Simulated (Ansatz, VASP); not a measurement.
## Two plane-wave programs on SiC

POSCAR

```
SiC
1.0
    3.1391061337      0.0000000000      0.0000000000
   -1.5695530668      2.7185456570      0.0000000000
    0.0000000000      0.0000000000     10.2782572418
Si C
4 4
Direct
    0.0000000000      0.0000000000     -0.0001116998
    0.3333333333      0.6666666667      0.2498557241
    0.0000000000      0.0000000000      0.4998883002
    0.6666666667      0.3333333333      0.7498557241
    0.0000000000      0.0000000000      0.1872746013
    0.3333333333      0.6666666667      0.4379813744
    0.0000000000      0.0000000000      0.6872746013
    0.6666666667      0.3333333333      0.9379813744
```

Contents of INCAR.step1:

```
SYSTEM = SiC
PREC     = Accurate       ! precision mode
ENCUT    = 520            ! plane-wave cutoff, eV
EDIFF    = 1E-5           ! SCF threshold, eV
ISMEAR   = 0              ! smearing method
SIGMA    = 0.01           ! smearing width, eV
LREAL    = .False.        ! projectors in reciprocal space
LASPH    = .True.         ! aspherical terms in the spheres
NELM     = 80             ! most SCF steps
ALGO     = Normal         ! electronic algorithm
ISIF     = 2              ! what is computed and relaxed
LWAVE    = .True.         ! write WAVECAR
LCHARG   = .False.        ! write CHGCAR
NBANDS   = 26             ! bands
GGA      = PE             ! functional
```

INCAR.step2

```
SYSTEM = SiC
PREC     = Accurate       ! precision mode
ENCUT    = 520            ! plane-wave cutoff, eV
EDIFF    = 1E-6           ! SCF threshold, eV
ISMEAR   = 0              ! smearing method
SIGMA    = 0.01           ! smearing width, eV
LREAL    = .False.        ! projectors in reciprocal space
LASPH    = .True.         ! aspherical terms in the spheres
NELM     = 80             ! most SCF steps
ALGO     = Normal         ! electronic algorithm
ISIF     = 2              ! what is computed and relaxed
LWAVE    = .False.        ! write WAVECAR
LCHARG   = .False.        ! write CHGCAR
GGA      = PE             ! functional
LHFCALC  = .True.         ! exact exchange
HFSCREEN = 0.2079         ! screening, 1/A
PRECFOCK = Fast         
NBANDS   = 26             ! bands
ISTART   = 1
```

File KPOINTS:

```
regular mesh
0
Gamma
  6 6 2
  0 0 0
```

Input for Ansatz:

```yaml
crystal:
  lattice:
    - [3.1391061337, 0.0, 0.0]
    - [-1.5695530668, 2.718545657, 0.0]
    - [0.0, 0.0, 10.2782572418]
  atoms:
    - { symbol: Si, position: [0.0, 0.0, -0.0001116998] }
    - { symbol: Si, position: [0.3333333333, 0.6666666667, 0.2498557241] }
    - { symbol: Si, position: [0.0, 0.0, 0.4998883002] }
    - { symbol: Si, position: [0.6666666667, 0.3333333333, 0.7498557241] }
    - { symbol: C, position: [0.0, 0.0, 0.1872746013] }
    - { symbol: C, position: [0.3333333333, 0.6666666667, 0.4379813744] }
    - { symbol: C, position: [0.0, 0.0, 0.6872746013] }
    - { symbol: C, position: [0.6666666667, 0.3333333333, 0.9379813744] }
kpoints:
  mp_grid: { grid: [6, 6, 2] }
  band_path:
    path:
      - [0.0, 0.0, 0.0]
      - [0.5, 0.0, 0.0]
      - [0.3333333333, 0.3333333333, 0.0]
      - [0.0, 0.0, 0.5]
      - [0.5, 0.0, 0.5]
      - [0.3333333333, 0.3333333333, 0.5]
      - [0.0, 0.5, 0.0]
    npoints: 1
hamiltonian:
  xc: hse06
scf:
  occupations: { method: fixed }
  n_extra_bands: 6
output:
  forces: true
  stress: true
  eigenvalues: true
```

Change from the starting cell: hydrostatic strain +2.0%.

Alike in both runs: task single point; functional HSE06; k mesh 6 × 6 × 2; no spin polarisation.

|  | VASP | Ansatz |
| --- | --- | --- |
| version | VASP 6.6.1 | Ansatz 0.2.0 |
| potentials or method | VASP PAW PBE potentials, release 64 (Si, C) | plane waves, PAW |
| plane-wave cutoff (eV) | 520 | 420 |
| occupations | gaussian, width 0.01 eV | fixed |
| valence electrons in the cell | 32 | 32 |

Ansatz gave:

- gap on the k mesh at the Fermi level (eV): 3.11
- pressure (GPa): -13.3
- traceless stress, the component that is largest in VASP (GPa): -0.10
- rms of the force components (eV/Å): 0.007

Problem. What did VASP give for the same quantities?

Solution. gap on the k mesh at the Fermi level (eV): 3.11; pressure (GPa): -13.6; traceless stress, the component that is largest in VASP (GPa): -0.09; rms of the force components (eV/Å): 0.007.

Atom by atom the forces differ by 0.001 eV/Å (rms over components). Ansatz's warnings: stress exchange threshold loose, stress scf threshold loose.
